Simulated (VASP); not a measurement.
# Al3GaN4 (Pm) in VASP: a series of runs

Runs on Al3GaN4. Level: LDA. Tasks: single point.

All numbers are computed with VASP 6.6.1; they aren't measurements. Logs are shortened: lines on timing, memory, paths and dates and some standing lists are left out, and cuts for length are marked.

### Step 1. The cell of the first run

The structure is monoclinic, space group Pm (No. 6). The conventional cell has a = 5.038 Å, b = 3.125 Å, c = 5.411 Å, α = 90.00°, β = 90.04°, γ = 90.00°. Al (site symmetry m) has 4 N at 1.87 to 1.90 Å within 2.5 Å. Within 2.5 Å of Al (site symmetry m) lie 4 N at 1.89 to 1.90 Å. Al (site symmetry m) has 4 N at 1.89 to 1.90 Å within 2.5 Å. Ga (site symmetry m) has 4 N at 1.93 to 1.96 Å within 2.6 Å. N (site symmetry m) has 3 Al at 1.89 Å and 1 Ga at 1.96 Å within 2.5 Å. N (site symmetry m) has 4 Al at 1.90 Å within 2.5 Å. Within 2.5 Å of N (site symmetry m) lie 2 Al at 1.87 to 1.89 Å and 2 Ga at 1.93 Å. N (site symmetry m) has 3 Al at 1.89 to 1.90 Å and 1 Ga at 1.95 Å within 2.5 Å.

### Step 2. Single point, LDA

INCAR

```
SYSTEM = Al3GaN4
PREC = Accurate
ENCUT = 520
EDIFF = 1E-6
ISMEAR = 0
SIGMA = 0.05
LREAL = .FALSE.
LASPH = .TRUE.
NELM = 60
ALGO = Normal
ISIF = 2
LWAVE = .FALSE.
LCHARG = .FALSE.
NBANDS = 31
NELECT = 41.8
```

KPOINTS

```
Automatic mesh
0
G
  6 8 6
  0 0 0
```

POSCAR

```
Al3GaN4
1.0
    5.0376935905      0.0000000000      0.0000000000
    0.0000000000      3.1254377800      0.0000000000
   -0.0033559659      0.0000000000      5.4111720837
Al Ga N
3 1 4
Direct
    0.5000987300      0.5000000000      0.1672803900
    0.0007635700      0.5000000000      0.8349643100
    0.0008865500      0.0000000000      0.3315828000
    0.4997148900      0.0000000000      0.6661637400
    0.1101354300      0.0000000000      0.6662955400
    0.1225865200      0.5000000000      0.1671738600
    0.6259035500      0.5000000000      0.8412775200
    0.6235097600      0.0000000000      0.3252628400
```

Potentials or basis: VASP PAW LDA potentials, release 64 (Al, Ga_d, N).

Launch:

```sh
> cat potpaw_LDA.64/Al/POTCAR potpaw_LDA.64/Ga_d/POTCAR potpaw_LDA.64/N/POTCAR > POTCAR
> mpirun -np 1 vasp_std > vasp.out
```

OUTCAR:

```text
SYSTEM = Al3GaN4
   PREC = Accurate
   ENCUT = 520
   EDIFF = 1E-6
   ISMEAR = 0
   LREAL = .FALSE.
   LASPH = .TRUE.
   NELM = 60
   ISIF = 2
   NELECT = 41.8

 ion  position               nearest neighbor table
   1  0.500  0.500  0.167-   7 1.87   8 1.89   8 1.89   6 1.90   2 3.09   3 3.09   3 3.09   3 3.10
                             3 3.10   2 3.10   4 3.12   4 3.12   4 3.13   4 3.13
   2  0.001  0.500  0.835-   7 1.89   5 1.89   5 1.89   6 1.90   1 3.09   4 3.10   4 3.10   1 3.10
                             4 3.11   4 3.11   3 3.11   3 3.11   3 3.14   3 3.14
   3  0.001  0.000  0.332-   5 1.89   6 1.90   6 1.90   8 1.90   1 3.09   1 3.09   4 3.10   1 3.10
                             1 3.10   4 3.11   2 3.11   2 3.11   2 3.14   2 3.14
   4  0.500  0.000  0.666-   7 1.93   7 1.93   8 1.95   5 1.96   3 3.10   2 3.10   2 3.10   2 3.11
                             2 3.11   3 3.11   1 3.12   1 3.12   1 3.13   1 3.13
   5  0.110  0.000  0.666-   2 1.89   2 1.89   3 1.89   4 1.96
   6  0.123  0.500  0.167-   2 1.90   3 1.90   3 1.90   1 1.90
   7  0.626  0.500  0.841-   1 1.87   2 1.89   4 1.93   4 1.93
   8  0.624  0.000  0.325-   1 1.89   1 1.89   3 1.90   4 1.95

  LATTYP: Found a simple monoclinic cell.
 ALAT       =     5.0376935905
 B/A-ratio  =     0.6204104565
 C/A-ratio  =     1.0741370088
 COS(beta)  =    -0.0006201919

  Lattice vectors:

 A1 = (   5.0376935905,   0.0000000000,   0.0000000000)
 A2 = (   0.0000000000,   3.1254377800,   0.0000000000)
 A3 = (  -0.0033559659,   0.0000000000,   5.4111720837)

Analysis of symmetry for initial positions (statically):
=====================================================================
 Subroutine PRICEL returns:
 Original cell was already a primitive cell.

 Routine SETGRP: Setting up the symmetry group for a
 simple monoclinic supercell.

 Subroutine GETGRP returns: Found  2 space group operations
 (whereof  2 operations were pure point group operations)
 out of a pool of  4 trial point group operations.

The static configuration has the point symmetry C_1h.

Analysis of symmetry for dynamics (positions and initial velocities):
=====================================================================
 Subroutine PRICEL returns:
 Original cell was already a primitive cell.

 Routine SETGRP: Setting up the symmetry group for a
 simple monoclinic supercell.

 Subroutine GETGRP returns: Found  2 space group operations
 (whereof  2 operations were pure point group operations)
 out of a pool of  4 trial point group operations.

The dynamic configuration has the point symmetry C_1h.

 Subroutine INISYM returns: Found  2 space group operations
 (whereof  2 operations are pure point group operations),
[... 118 lines left out ...]
   PSTRESS=    0.0 pullay stress
   NELECT =      41.8000    total number of electrons
   NUPDOWN=      -1.0000    fix difference up-down
   EMIN   =  10.00;   EMAX   =-10.00  energy-range for DOS
   EFERMI =   0.00;   METHOD = LEGACY
   ISMEAR =     0;   SIGMA  =   0.05  broadening in eV -4-tet -1-fermi 0-gaus
   EFERMI_NEDOS =   21; number of points for ismear=-14 and -15
   IALGO  =     38    algorithm
   IMIX   =      4    mixing-type and parameters
     AMIX     =   0.40;   BMIX     =  1.00
     AMIX_MAG =   1.60;   BMIX_MAG =  1.00
  volume/ion in A,a.u.               =      10.65        71.87
  Fermi-wavevector in a.u.,A,eV,Ry     =   1.291186  2.439988 22.683120  1.667162
  Thomas-Fermi vector in A             =   2.422972
   LORBIT       =      0    0 simple, 1 ext, 2 COOP (PROOUT), +10 PAW based schemes
   GGA     = CA    functional components
   LHFCALC =     F    Hartree Fock is set to
   AEXX    =    0.0000 exact exchange contribution
   IVDW    =     0    specifies the selected vdW correction
   LEPSILON=     F    determine dielectric tensor
   LRPA    =     F    only Hartree local field effects (RPA)
 non-spin polarized calculation
 Gauss-broadening in eV      SIGMA  =   0.05
  energy-cutoff  :      520.00
  volume of cell :       85.20
 maximum number of plane-waves:      2328
 NGX is ok and might be reduce to    40
   NGX = 19   NGY = 11   NGZ = 21

 number of electron      41.7999990 magnetization

 Free energy of the ion-electron system (eV)
  ---------------------------------------------------
  ext. energy  EPLUGINS =         0.00000000
  ---------------------------------------------------
  free energy    TOTEN  =       -64.26914416 eV

  energy without entropy =      -64.26686716  energy(sigma->0) =      -64.26800566

 E-fermi :   5.4160     XC(G=0): -11.4712

 val. band max:        5.4078128620   @ k =   0.0000   0.0000   0.3333
 cond. band min:       5.4266087685   @ k =   0.0000   0.1250   0.0000
 fundamental gap:      0.0187959065
 Fermi energy:         5.4160121667

 k-point     1 :       0.0000    0.0000    0.0000
  band No.  band energies     occupation
      1      -9.6037      2.00000
      2      -8.3596      2.00000
      3      -8.2712      2.00000
      4      -7.3808      2.00000
      5      -7.2919      2.00000
      6      -7.2041      2.00000
[... 805 lines left out ...]
     30      16.4526      0.00000
     31      16.7753      0.00000

 [... further k-points ...]

------------------------ aborting loop because EDIFF is reached ----------------------------------------

  FORCE on cell =-STRESS in cart. coord.  units (eV):
  Direction    XX          YY          ZZ          XY          YZ          ZX
  --------------------------------------------------------------------------------------
  -------------------------------------------------------------------------------------
  Total       -3.8554626     -3.9883931     -3.8107582      0.0000000      0.0000000      0.0296659
  in kB      -72.5025230    -75.0023001    -71.6618513      0.0000000      0.0000000      0.5578715
  external PRESSURE =     -73.0555581 kB  Pullay stress =       0.0000000 kB

 VOLUME and BASIS-vectors are now :
 -----------------------------------------------------------------------------
  energy-cutoff  :      520.00
  volume of cell :       85.20
      direct lattice vectors                 reciprocal lattice vectors
     5.037693590  0.000000000  0.000000000     0.198503538  0.000000000  0.000123110
     0.000000000  3.125437780  0.000000000     0.000000000  0.319955178  0.000000000
    -0.003355966  0.000000000  5.411172084     0.000000000  0.000000000  0.184802846

 POSITION                                       TOTAL-FORCE (eV/Angst)
 -----------------------------------------------------------------------------------
      2.51878      1.56272      0.90518        -0.085275      0.000000      0.087775
      0.00104      1.56272      4.51814         0.133288      0.000000      0.073832
      0.00335      0.00000      1.79425         0.093491      0.000000     -0.042484
      2.51517      0.00000      3.60473        -0.108551      0.000000     -0.098373
      0.55259      0.00000      3.60544         0.175647      0.000000     -0.002679
      0.61699      1.56272      0.90461        -0.031529      0.000000     -0.019086
      3.15029      1.56272      4.55230        -0.111950      0.000000     -0.195397
      3.13996      0.00000      1.76005        -0.065121      0.000000      0.196411
 -----------------------------------------------------------------------------------
    total drift:                               -0.000611      0.000000     -0.001022

  FREE ENERGIE OF THE ION-ELECTRON SYSTEM (eV)
  ---------------------------------------------------
  free  energy   TOTEN  =       -64.2691441633 eV

  energy  without entropy=      -64.2668671581  energy(sigma->0) =      -64.26800566
```

OSZICAR:

```text
N       E                     dE             d eps       ncg     rms          rms(c)
DAV:   1     0.328401833529E+03    0.32840E+03   -0.18539E+04  6703   0.164E+03
DAV:   2    -0.272673914482E+02   -0.35567E+03   -0.32967E+03  7367   0.464E+02
DAV:   3    -0.718329640432E+02   -0.44566E+02   -0.43933E+02  7089   0.126E+02
DAV:   4    -0.735293854648E+02   -0.16964E+01   -0.16887E+01  8296   0.275E+01
DAV:   5    -0.735621895240E+02   -0.32804E-01   -0.32786E-01  7327   0.360E+00    0.165E+01
DAV:   6    -0.643722428058E+02    0.91899E+01   -0.29137E+01  9736   0.536E+01    0.565E+00
DAV:   7    -0.643884522804E+02   -0.16209E-01   -0.26210E+00  7486   0.930E+00    0.387E+00
DAV:   8    -0.642843447785E+02    0.10411E+00   -0.29673E-01  7793   0.426E+00    0.782E-01
DAV:   9    -0.642693320671E+02    0.15013E-01   -0.32773E-02  9971   0.260E+00    0.391E-01
DAV:  10    -0.642691521021E+02    0.17996E-03   -0.10587E-02  7719   0.603E-01    0.172E-01
DAV:  11    -0.642692094059E+02   -0.57304E-04   -0.78465E-04  8306   0.192E-01    0.756E-02
DAV:  12    -0.642691453619E+02    0.64044E-04   -0.22321E-04  7642   0.123E-01    0.247E-02
DAV:  13    -0.642691439663E+02    0.13956E-05   -0.34166E-05  8241   0.359E-02    0.924E-03
DAV:  14    -0.642691441633E+02   -0.19702E-06   -0.34060E-06  7145   0.159E-02
   1 F= -.64269144E+02 E0= -.64268006E+02  d E =-.227701E-02
```

It took 4.7 min on 1 thread of Intel Xeon 8259CL, shared host; peak memory 0.33 GiB.

Results:

```
Free energy   : -64.2691 eV
Largest force : 0.225 eV/Å
```

Forces in eV/Å, atoms in the order of the input:
```
Al  -0.085  0.000  0.088
Al   0.133  0.000  0.074
Al   0.093  0.000 -0.042
Ga  -0.109  0.000 -0.098
N    0.176  0.000 -0.003
N   -0.032  0.000 -0.019
N   -0.112  0.000 -0.195
N   -0.065  0.000  0.196
```

Levels at points of the mesh, in eV from the Fermi level:
```csv
k point,band 19,band 20,band 21,band 22,band 23,band 24
"(0.00, 0.00, 0.00)",0.09,0.14,0.18,3.82,5.70,6.12
"(0.50, 0.00, 0.00)",-0.41,-0.18,-0.14,5.07,5.46,5.90
"(0.00, 0.50, 0.00)",-1.62,-1.36,-1.30,5.90,5.90,7.81
"(0.50, 0.50, 0.00)",-0.96,-0.96,-0.70,6.34,6.71,6.75
"(0.00, 0.00, 0.50)",-0.33,-0.24,-0.06,5.72,6.07,7.17
"(0.50, 0.00, 0.50)",-0.93,-0.88,-0.64,6.08,6.38,6.57
"(0.00, 0.50, 0.50)",-1.66,-0.59,-0.44,5.40,5.85,5.99
"(0.50, 0.50, 0.50)",-1.22,-1.21,-0.98,4.94,5.35,5.41
```

Caveat: the cell carries a net charge on a neutralising background, which shifts energy and pressure; the cell is charged against a uniform background, so pressure and absolute levels hang on convention.

### Step 3. Single point, LDA

INCAR

```
SYSTEM = Al3GaN4
  PREC = Accurate
  ENCUT = 520
  EDIFF = 1E-6
  ISMEAR = 0
  SIGMA = 0.05
  LREAL = .FALSE.
  LASPH = .TRUE.
  NELM = 60
  ALGO = Normal
  ISIF = 2
  LWAVE = .FALSE.
  LCHARG = .FALSE.
  GGA = CA
  NBANDS = 31
```

KPOINTS

```
regular mesh
0
G
  6 8 6
  0 0 0
```

POSCAR is that of step 2.

Potentials or basis: VASP PAW LDA potentials, release 64 (Al, Ga_d, N).

Launch:

```sh
> cat potpaw_LDA.64/Al/POTCAR potpaw_LDA.64/Ga_d/POTCAR potpaw_LDA.64/N/POTCAR > POTCAR
> mpirun -np 1 vasp_std > vasp.out
```

OUTCAR:

```text
SYSTEM = Al3GaN4
   PREC = Accurate
   ENCUT = 520
   EDIFF = 1E-6
   ISMEAR = 0
   LREAL = .FALSE.
   LASPH = .TRUE.
   NELM = 60
   ISIF = 2
   GGA = CA

 ion  position               nearest neighbor table
   1  0.500  0.500  0.167-   7 1.87   8 1.89   8 1.89   6 1.90   2 3.09   3 3.09   3 3.09   3 3.10
                             3 3.10   2 3.10   4 3.12   4 3.12   4 3.13   4 3.13
   2  0.001  0.500  0.835-   7 1.89   5 1.89   5 1.89   6 1.90   1 3.09   4 3.10   4 3.10   1 3.10
                             4 3.11   4 3.11   3 3.11   3 3.11   3 3.14   3 3.14
   3  0.001  0.000  0.332-   5 1.89   6 1.90   6 1.90   8 1.90   1 3.09   1 3.09   4 3.10   1 3.10
                             1 3.10   4 3.11   2 3.11   2 3.11   2 3.14   2 3.14
   4  0.500  0.000  0.666-   7 1.93   7 1.93   8 1.95   5 1.96   3 3.10   2 3.10   2 3.10   2 3.11
                             2 3.11   3 3.11   1 3.12   1 3.12   1 3.13   1 3.13
   5  0.110  0.000  0.666-   2 1.89   2 1.89   3 1.89   4 1.96
   6  0.123  0.500  0.167-   2 1.90   3 1.90   3 1.90   1 1.90
   7  0.626  0.500  0.841-   1 1.87   2 1.89   4 1.93   4 1.93
   8  0.624  0.000  0.325-   1 1.89   1 1.89   3 1.90   4 1.95

  LATTYP: Found a simple monoclinic cell.
 ALAT       =     5.0376935905
 B/A-ratio  =     0.6204104565
 C/A-ratio  =     1.0741370088
 COS(beta)  =    -0.0006201919
[... 206 lines left out ...]
      4      -7.3236      2.00000
      5      -7.2446      2.00000
      6      -7.1818      2.00000
[... 805 lines left out ...]
     30      16.4499      0.00000
     31      16.7901      0.00000

 [... further k-points ...]

------------------------ aborting loop because EDIFF is reached ----------------------------------------

  FORCE on cell =-STRESS in cart. coord.  units (eV):
  Direction    XX          YY          ZZ          XY          YZ          ZX
  --------------------------------------------------------------------------------------
  -------------------------------------------------------------------------------------
  Total       -1.8139809     -1.9058635     -1.9372602      0.0000000      0.0000000     -0.0166234
  in kB      -34.1121692    -35.8400348    -36.4304541      0.0000000      0.0000000     -0.3126061
  external PRESSURE =     -35.4608860 kB  Pullay stress =       0.0000000 kB

 VOLUME and BASIS-vectors are now :
 -----------------------------------------------------------------------------
  energy-cutoff  :      520.00
  volume of cell :       85.20
      direct lattice vectors                 reciprocal lattice vectors
     5.037693590  0.000000000  0.000000000     0.198503538  0.000000000  0.000123110
     0.000000000  3.125437780  0.000000000     0.000000000  0.319955178  0.000000000
    -0.003355966  0.000000000  5.411172084     0.000000000  0.000000000  0.184802846

 POSITION                                       TOTAL-FORCE (eV/Angst)
 -----------------------------------------------------------------------------------
      2.51878      1.56272      0.90518        -0.010133      0.000000      0.012448
      0.00104      1.56272      4.51814         0.017103      0.000000      0.009785
      0.00335      0.00000      1.79425         0.013533      0.000000     -0.010122
      2.51517      0.00000      3.60473        -0.017923      0.000000      0.006216
      0.55259      0.00000      3.60544         0.136685      0.000000     -0.001602
      0.61699      1.56272      0.90461         0.006080      0.000000     -0.000254
      3.15029      1.56272      4.55230        -0.102723      0.000000     -0.150644
      3.13996      0.00000      1.76005        -0.042623      0.000000      0.134173
 -----------------------------------------------------------------------------------
    total drift:                               -0.000321      0.000000     -0.001100

  FREE ENERGIE OF THE ION-ELECTRON SYSTEM (eV)
  ---------------------------------------------------
  free  energy   TOTEN  =       -63.1648666140 eV

  energy  without entropy=      -63.1648666140  energy(sigma->0) =      -63.16486661
```

It took 5.2 min on 1 thread of Intel Xeon 8259CL, shared host; peak memory 0.33 GiB.

What came out:

```yaml
Free_energy: -63.1649 eV
Pressure: -3.5 GPa
Largest_force: 0.182 eV/Å
Band_gap_on_the_k_mesh: 3.60 eV
```

Forces in eV/Å, atoms in the order of the input:
```
Al  -0.010  0.000  0.012
Al   0.017  0.000  0.010
Al   0.014  0.000 -0.010
Ga  -0.018  0.000  0.006
N    0.137  0.000 -0.002
N    0.006  0.000  0.000
N   -0.103  0.000 -0.151
N   -0.043  0.000  0.134
```

Stress tensor (GPa, compression positive):
```
-3.41  0.00 -0.03
 0.00 -3.58  0.00
-0.03  0.00 -3.64
```

Caveat: the cell stands under tension. A k mesh can miss the band edges.
